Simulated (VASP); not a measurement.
# BaTiO3 (P4mm) in VASP: settings compared

Aim: see how the results for BaTiO3 move with the level of theory and the settings. Levels: PBE+D4, PBE+D3(BJ), PBE. Tasks: relaxation of cell and atoms.

All numbers are computed with VASP 6.6.1; they aren't measurements. Logs are shortened: lines on timing, memory, paths and dates and some standing lists are left out, and cuts for length are marked.

## (1) The cell of the first run

Symmetry: P4mm, No. 99, tetragonal system. Conventional cell: a = 4.000 Å, b = 4.000 Å, c = 4.018 Å, α = 90.00°, β = 90.00°, γ = 90.00°. Ba (site symmetry 4mm) has 12 O at 2.79 to 2.88 Å and 8 Ti at 3.45 to 3.49 Å within 3.7 Å. Within 2.5 Å of Ti (site symmetry 4mm) lie 6 O at 1.89 to 2.13 Å. Within 2.5 Å of O (site symmetry 4mm) lie 2 Ti at 1.89 to 2.13 Å. O (site symmetry 2mm) has 2 Ti at 2.00 Å within 2.7 Å.

## (2) Relaxation of cell and atoms, PBE+D4

Input file INCAR:

```
SYSTEM = BaTiO3
PREC     = Accurate       ! precision mode
ENCUT    = 600            ! plane-wave cutoff, eV
EDIFF    = 1E-6           ! SCF threshold, eV
ISMEAR   = 0              ! smearing method
SIGMA    = 0.01           ! smearing width, eV
LREAL    = .FALSE.        ! projectors in reciprocal space
LASPH    = .TRUE.         ! aspherical terms in the spheres
NELM     = 60             ! most SCF steps
ALGO     = Normal         ! electronic algorithm
ISIF     = 3              ! what is computed and relaxed
LWAVE    = .FALSE.        ! write WAVECAR
LCHARG   = .FALSE.        ! write CHGCAR
GGA      = PE             ! functional
IVDW     = 13             ! dispersion correction
IBRION   = 2              ! ionic algorithm
NSW      = 80             ! ionic steps
EDIFFG   = -0.02          ! ionic threshold
```

Input file KPOINTS:

```
Automatic mesh
0
G
  5 5 5
  0 0 0
```

Input file POSCAR:

```
BaTiO3
1.0
    3.9998000000      0.0000000000      0.0000000000
    0.0000000000      3.9998000000      0.0000000000
    0.0000000000      0.0000000000      4.0180000000
Ba Ti O
1 1 3
Direct
    0.0000000000      0.0000000000      0.0000000000
    0.5000000000      0.5000000000      0.4900000000
    0.5000000000      0.5000000000      0.0190000000
    0.5000000000      0.0000000000      0.5170000000
    0.0000000000      0.5000000000      0.5170000000
```

Potentials or basis: VASP PAW PBE potentials, release 64 (Ba_sv, Ti_sv, O).

On the command line:

```sh
$ cat potpaw_PBE.64/Ba_sv/POTCAR potpaw_PBE.64/Ti_sv/POTCAR potpaw_PBE.64/O/POTCAR > POTCAR
$ mpirun -np 1 vasp_std > vasp.out
```

OUTCAR:

```text
SYSTEM = BaTiO3
   PREC = Accurate
   ENCUT = 600
   EDIFF = 1E-6
   ISMEAR = 0
   LREAL = .FALSE.
   LASPH = .TRUE.
   NELM = 60
   ISIF = 3
   GGA = PE
   IVDW = 13
   IBRION = 2
   NSW = 80
   EDIFFG = -0.02

 ion  position               nearest neighbor table
   1  0.000  0.000  0.000-   4 2.79   5 2.79   5 2.79   4 2.79   3 2.83   3 2.83   3 2.83   3 2.83
                             4 2.88   5 2.88   5 2.88   4 2.88   2 3.45   2 3.45   2 3.45   2 3.45
   2  0.500  0.500  0.490-   3 1.89   4 2.00   5 2.00   4 2.00   5 2.00   3 2.13   1 3.45   1 3.45
                             1 3.45   1 3.45   1 3.49   1 3.49   1 3.49   1 3.49
   3  0.500  0.500  0.019-   2 1.89   2 2.13   1 2.83   1 2.83   1 2.83   1 2.83
   4  0.500  0.000  0.517-   2 2.00   2 2.00   1 2.79   1 2.79   1 2.88   1 2.88
   5  0.000  0.500  0.517-   2 2.00   2 2.00   1 2.79   1 2.79   1 2.88   1 2.88

  LATTYP: Found a simple tetragonal cell.
 ALAT       =     3.9998000000
 C/A-ratio  =     1.0045502275

  Lattice vectors:

 A1 = (   3.9998000000,   0.0000000000,   0.0000000000)
 A2 = (   0.0000000000,   3.9998000000,   0.0000000000)
 A3 = (   0.0000000000,   0.0000000000,   4.0180000000)

Analysis of symmetry for initial positions (statically):
=====================================================================
 Subroutine PRICEL returns:
 Original cell was already a primitive cell.

 Routine SETGRP: Setting up the symmetry group for a
 simple tetragonal supercell.

 Subroutine GETGRP returns: Found  8 space group operations
 (whereof  8 operations were pure point group operations)
 out of a pool of 16 trial point group operations.

The static configuration has the point symmetry C_4v.

Analysis of symmetry for dynamics (positions and initial velocities):
=====================================================================
 Subroutine PRICEL returns:
 Original cell was already a primitive cell.

 Routine SETGRP: Setting up the symmetry group for a
 simple tetragonal supercell.

 Subroutine GETGRP returns: Found  8 space group operations
 (whereof  8 operations were pure point group operations)
 out of a pool of 16 trial point group operations.

The dynamic configuration has the point symmetry C_4v.

 Subroutine INISYM returns: Found  8 space group operations
 (whereof  8 operations are pure point group operations),
 and found     1 'primitive' translations

----------------------------------------------------------------------------------------

                                     Primitive cell

  volume of cell :      64.2816

  direct lattice vectors                    reciprocal lattice vectors
     3.999800000  0.000000000  0.000000000     0.250012501  0.000000000  0.000000000
     0.000000000  3.999800000  0.000000000     0.000000000  0.250012501  0.000000000
     0.000000000  0.000000000  4.018000000     0.000000000  0.000000000  0.248880040

  length of vectors
     3.999800000  3.999800000  4.018000000     0.250012501  0.250012501  0.248880040

  position of ions in fractional coordinates (direct lattice)
     0.000000000  0.000000000  0.000000000
     0.500000000  0.500000000  0.490000000
     0.500000000  0.500000000  0.019000000
     0.500000000  0.000000000  0.517000000
     0.000000000  0.500000000  0.517000000

  ion indices of the primitive-cell ions
   primitive index   ion index
                 1           1
                 2           2
                 3           3
                 4           4
                 5           5

----------------------------------------------------------------------------------------

 KPOINTS: Automatic mesh

Automatic generation of k-mesh.
 Grid dimensions read from file:
 generate k-points for:    5    5    5

 Generating k-lattice:

  Cartesian coordinates                     Fractional coordinates (reciprocal lattice)
     0.050002500  0.000000000  0.000000000     0.200000000  0.000000000  0.000000000
     0.000000000  0.050002500  0.000000000     0.000000000  0.200000000  0.000000000
     0.000000000  0.000000000  0.049776008     0.000000000  0.000000000  0.200000000

  Length of vectors
     0.050002500  0.050002500  0.049776008

  Shift w.r.t. Gamma in fractional coordinates (k-lattice)
     0.000000000  0.000000000  0.000000000

 Subroutine IBZKPT returns following result:
 ===========================================

 Found     18 irreducible k-points:

 Following reciprocal coordinates:
            Coordinates               Weight
  0.000000  0.000000  0.000000      1.000000
  0.200000  0.000000  0.000000      4.000000
  0.400000  0.000000  0.000000      4.000000
  0.200000  0.200000  0.000000      4.000000
  0.400000  0.200000  0.000000      8.000000
  0.400000  0.400000  0.000000      4.000000
[... 10 lines left out ...]
  0.400000  0.200000  0.400000     16.000000
  0.400000  0.400000  0.400000      8.000000
   k-points           NKPTS =     18   k-points in BZ     NKDIM =     18   number of bands    NBANDS=     24
   number of dos      NEDOS =    301   number of ions     NIONS =      5
   total plane-waves  NPLWV =  32768
   dimension x,y,z NGX =    32 NGY =   32 NGZ =   32
   dimension x,y,z NGXF=    64 NGYF=   64 NGZF=   64
   ions per type =               1   1   3
   NGX,Y,Z   is equivalent  to a cutoff of  13.30, 13.30, 13.24 a.u.
   NGXF,Y,Z  is equivalent  to a cutoff of  26.60, 26.60, 26.48 a.u.
 SYSTEM =  BaTiO3
   PREC   = accura    normal or accurate (medium, high low for compatibility)
   ISTART =      0    job   : 0-new  1-cont  2-samecut
   ICHARG =      2    charge: 1-file 2-atom 10-const
   ISPIN  =      1    spin polarized calculation?
   LNONCOLLINEAR =      F non collinear calculations
   LSORBIT =      F    spin-orbit coupling
   LASPH  =      T    aspherical Exc in radial PAW
   ENCUT  =  600.0 eV  44.10 Ry    6.64 a.u.   7.99  7.99  8.02*2*pi/ulx,y,z
   NELM   =     60;   NELMIN=  2; NELMDL= -5     # of ELM steps
   EDIFF  = 0.1E-05   stopping-criterion for ELM
   LREAL  =      F    real-space projection
   EDIFFG = -.2E-01   stopping-criterion for IOM
   NSW    =     80    number of steps for IOM
   IBRION =      2    ionic relax: 0-MD 1-quasi-New 2-CG
   NFREE  =      1    steps in history (QN), initial steepest desc. (CG)
   ISIF   =      3    stress and relaxation
   ISYM   =      2    0-nonsym 1-usesym 2-fastsym
   POTIM  = 0.5000    time-step for ionic-motion
   TEBEG  =    0.0;   TEEND  =   0.0 temperature during run
   PSTRESS=    0.0 pullay stress
   NELECT =      40.0000    total number of electrons
   NUPDOWN=      -1.0000    fix difference up-down
   EMIN   =  10.00;   EMAX   =-10.00  energy-range for DOS
   EFERMI =   0.00;   METHOD = LEGACY
   ISMEAR =     0;   SIGMA  =   0.01  broadening in eV -4-tet -1-fermi 0-gaus
   EFERMI_NEDOS =   21; number of points for ismear=-14 and -15
   IALGO  =     38    algorithm
   IMIX   =      4    mixing-type and parameters
     AMIX     =   0.40;   BMIX     =  1.00
     AMIX_MAG =   1.60;   BMIX_MAG =  1.00
  volume/ion in A,a.u.               =      12.86        86.76
  Fermi-wavevector in a.u.,A,eV,Ry     =   1.397653  2.641181 26.578078  1.953434
  Thomas-Fermi vector in A             =   2.520888
   LORBIT       =      0    0 simple, 1 ext, 2 COOP (PROOUT), +10 PAW based schemes
   GGA     = PE    functional components
   LHFCALC =     F    Hartree Fock is set to
   AEXX    =    0.0000 exact exchange contribution
   IVDW    =    13    specifies the selected vdW correction
   LEPSILON=     F    determine dielectric tensor
   LRPA    =     F    only Hartree local field effects (RPA)
 conjugate gradient relaxation of ions
 non-spin polarized calculation
 Gauss-broadening in eV      SIGMA  =   0.01
  energy-cutoff  :      600.00
  volume of cell :       64.28
 maximum number of plane-waves:      2169
 NGX is ok and might be reduce to    32
   NGX = 15   NGY = 15   NGZ = 17

--------------------------------------- Ionic step        1  -------------------------------------------

 number of electron      39.9999999 magnetization

 Free energy of the ion-electron system (eV)
  ---------------------------------------------------
  ext. energy  EPLUGINS =         0.00000000
  ---------------------------------------------------
  free energy    TOTEN  =       -39.98771283 eV

  energy without entropy =      -39.98771283  energy(sigma->0) =      -39.98771283

------------------------ aborting loop because EDIFF is reached ----------------------------------------

  DFT-D4 for vdW energy calculation

  Edisp (eV):   -1.07572

  FORCE on cell =-STRESS in cart. coord.  units (eV):
  Direction    XX          YY          ZZ          XY          YZ          ZX
  --------------------------------------------------------------------------------------
  -------------------------------------------------------------------------------------
  Total       0.34266     0.34266     0.72576     0.00000     0.00000     0.00000
  in kB       8.54049     8.54049    18.08911     0.00000     0.00000     0.00000
  external pressure =       11.72 kB  Pullay stress =        0.00 kB
[... 106 lines left out ...]
  FREE ENERGIE OF THE ION-ELECTRON SYSTEM (eV)
  ---------------------------------------------------
  free  energy   TOTEN  =       -41.0716873734 eV

  energy  without entropy=      -41.0716873734  energy(sigma->0) =      -41.07168737

[... ionic steps 4 to 10 ...]

--------------------------------------- Ionic step       11  -------------------------------------------

 number of electron      39.9999990 magnetization

------------------------ aborting loop because EDIFF is reached ----------------------------------------

  DFT-D4 for vdW energy calculation

  Edisp (eV):   -1.05428
[... 75 lines left out ...]
  energy  without entropy=      -41.0863233914  energy(sigma->0) =      -41.08632339

--------------------------------------- Ionic step       13  -------------------------------------------

 number of electron      39.9999989 magnetization

 Free energy of the ion-electron system (eV)
  ---------------------------------------------------
  ext. energy  EPLUGINS =         0.00000000
  ---------------------------------------------------
  free energy    TOTEN  =       -40.03235797 eV

  energy without entropy =      -40.03235797  energy(sigma->0) =      -40.03235797

 E-fermi :   3.8274     XC(G=0): -11.1102

 val. band max:        3.6233298373   @ k =   0.4000   0.4000   0.2000
 cond. band min:       5.6008623178   @ k =   0.0000   0.0000   0.0000
 fundamental gap:      1.9775324805
 Fermi energy:         3.8273729076

 k-point     1 :       0.0000    0.0000    0.0000
  band No.  band energies     occupation
      1     -52.8107      2.00000
      2     -29.1226      2.00000
      3     -29.0148      2.00000
      4     -29.0148      2.00000
      5     -21.2763      2.00000
      6     -13.1905      2.00000
[... 511 lines left out ...]
  FREE ENERGIE OF THE ION-ELECTRON SYSTEM (eV)
  ---------------------------------------------------
  free  energy   TOTEN  =       -41.0866091014 eV

  energy  without entropy=      -41.0866091014  energy(sigma->0) =      -41.08660910

 reached required accuracy - stopping structural energy minimisation
```

Wall time 2.6 min (1 thread of Intel Xeon 6975P-C (Granite Rapids), shared host); peak memory 0.22 GiB.

What came out:

```yaml
Free_energy: -41.0866 eV
Relaxed_volume: 13.14 Å³/atom
Relaxed_cell: a = 3.983 Å, b = 3.983 Å, c = 4.143 Å, α = 90.00°, β = 90.00°, γ = 90.00°
Space_group_after_relaxing_to_0.05_Å: P4mm (No. 99)
Energy_gained_by_relaxing: 4.6 meV/atom
Ionic_steps: 13
Pressure_after_relaxing: 0.0 GPa
Largest_force_after_relaxing: 0.003 eV/Å
Band_gap_on_the_k_mesh: 1.98 eV, indirect (least direct gap 2.30 eV)
Dispersion_energy_per_atom: -0.211 eV
```

Forces on the atoms (eV/Å):
```
Ba   0.000  0.000  0.001
Ti   0.000  0.000 -0.001
O    0.000  0.000  0.003
O    0.000  0.000 -0.002
O    0.000  0.000 -0.002
```

The path:
```tsv
step	energy change (eV)	largest force (eV/Å)	pressure (GPa)	volume (Å³)
1	0.0000	0.3032	1.17	64.28
2	-0.0080	0.2491	-0.75	65.16
3	-0.0083	0.2399	-1.11	65.34
4	-0.0143	0.1471	-0.44	65.27
5	-0.0158	0.1062	0.14	65.21
6	-0.0185	0.0901	0.20	65.27
7	-0.0207	0.1033	0.32	65.35
8	-0.0209	0.1124	0.37	65.39
9	-0.0222	0.0897	-0.28	65.75
10	-0.0222	0.0848	-0.39	65.83
11	-0.0229	0.0877	0.10	65.72
12	-0.0229	0.0729	0.04	65.74
13	-0.0232	0.0035	0.04	65.72
```

Final structure:
```
Ba Ti O
1.0
     3.98301    0.00000    0.00000
     0.00000    3.98301    0.00000
     0.00000    0.00000    4.14274
Ba Ti O
1 1 3
Cartesian
  3.9830 0.0000 4.1196
  1.9915 1.9915 1.9734
  1.9915 1.9915 0.1463
  1.9915 3.9830 2.1478
  3.9830 1.9915 2.1478
```

Caveat: spin-orbit coupling is left out, which moves the levels of the heavy elements. A k mesh can miss the band edges.

## (3) Relaxation of cell and atoms, PBE+D3(BJ)

INCAR, as its differences from that of step 2:

```diff
@@ -3,3 +3,3 @@
 ENCUT    = 600            ! plane-wave cutoff, eV
-EDIFF    = 1E-6           ! SCF threshold, eV
+EDIFF    = 1E-7           ! SCF threshold, eV
 ISMEAR   = 0              ! smearing method
@@ -8,3 +8,3 @@
 LASPH    = .TRUE.         ! aspherical terms in the spheres
-NELM     = 60             ! most SCF steps
+NELM     = 100            ! most SCF steps
 ALGO     = Normal         ! electronic algorithm
@@ -14,3 +14,3 @@
 GGA      = PE             ! functional
-IVDW     = 13             ! dispersion correction
+IVDW     = 12             ! dispersion correction
 IBRION   = 2              ! ionic algorithm
```

Input file KPOINTS:

```
regular mesh
0
G
  5 5 5
  0 0 0
```

POSCAR is that of step 2.

Potentials or basis: VASP PAW PBE potentials, release 64 (Ba_sv, Ti_sv, O).

On the command line:

```sh
$ cat potpaw_PBE.64/Ba_sv/POTCAR potpaw_PBE.64/Ti_sv/POTCAR potpaw_PBE.64/O/POTCAR > POTCAR
$ mpirun -np 1 vasp_std > vasp.out
```

Wall time 2.9 min (1 thread of Intel Xeon 6975P-C (Granite Rapids), shared host); peak memory 0.21 GiB.

Results (log left out):

```yaml
Free_energy: -41.3256 eV
Relaxed_volume: 13.06 Å³/atom
Relaxed_cell: a = 3.984 Å, b = 3.984 Å, c = 4.113 Å, α = 90.00°, β = 90.00°, γ = 90.00°
Space_group_after_relaxing_to_0.05_Å: P4mm (No. 99)
Energy_gained_by_relaxing: 3.3 meV/atom
Ionic_steps: 14
Pressure_after_relaxing: 0.0 GPa
Band_gap_on_the_k_mesh: 1.98 eV, indirect (least direct gap 2.26 eV)
Dispersion_energy_per_atom: -0.260 eV
```

Forces in eV/Å, atoms in the order of the input:
```
Ba   0.000  0.000 -0.002
Ti   0.000  0.000  0.001
O    0.000  0.000  0.001
O    0.000  0.000  0.000
O    0.000  0.000  0.000
```

Step by step:
| step | energy change (eV) | largest force (eV/Å) | pressure (GPa) | volume (Å³) |
| --- | --- | --- | --- | --- |
| 1 | 0.0000 | 0.2841 | 0.67 | 64.28 |
| 2 | -0.0066 | 0.1962 | -0.33 | 64.78 |
| 3 | -0.0082 | 0.1818 | -1.07 | 65.20 |
| 4 | -0.0117 | 0.0921 | -0.12 | 64.99 |
| 5 | -0.0119 | 0.1012 | 0.19 | 64.93 |
| 6 | -0.0136 | 0.0798 | 0.21 | 64.96 |
| 7 | -0.0148 | 0.0806 | 0.24 | 65.00 |
| 8 | -0.0146 | 0.1210 | 0.35 | 65.08 |
| 9 | -0.0151 | 0.0881 | 0.28 | 65.04 |
| 10 | -0.0160 | 0.0691 | -0.13 | 65.27 |
| 11 | -0.0161 | 0.0616 | -0.30 | 65.37 |
| 12 | -0.0164 | 0.0618 | 0.14 | 65.27 |
| 13 | -0.0164 | 0.0521 | 0.05 | 65.29 |
| 14 | -0.0166 | 0.0022 | 0.03 | 65.29 |

Final structure:
```xyz
5
Lattice="3.9841 0.0000 0.0000 0.0000 3.9841 0.0000 0.0000 0.0000 4.1134" Properties=species:S:1:pos:R:3 pbc="T T T"
Ba    0.0000    0.0000    4.1001
Ti    1.9921    1.9921    1.9686
O     1.9921    1.9921    0.1329
O     1.9921    0.0000    2.1294
O     0.0000    1.9921    2.1294
```

Levels at points of the mesh, in eV from the valence-band top:
```
           k point  band 18  band 19  band 20  band 21  band 22  band 23
(0.00, 0.00, 0.00)    -0.47    -0.29    -0.29     1.98     2.44     2.44
```

Caveat: spin-orbit coupling is left out, which moves the levels of the heavy elements. A k mesh can miss the band edges.

[end of part 1 of 2]
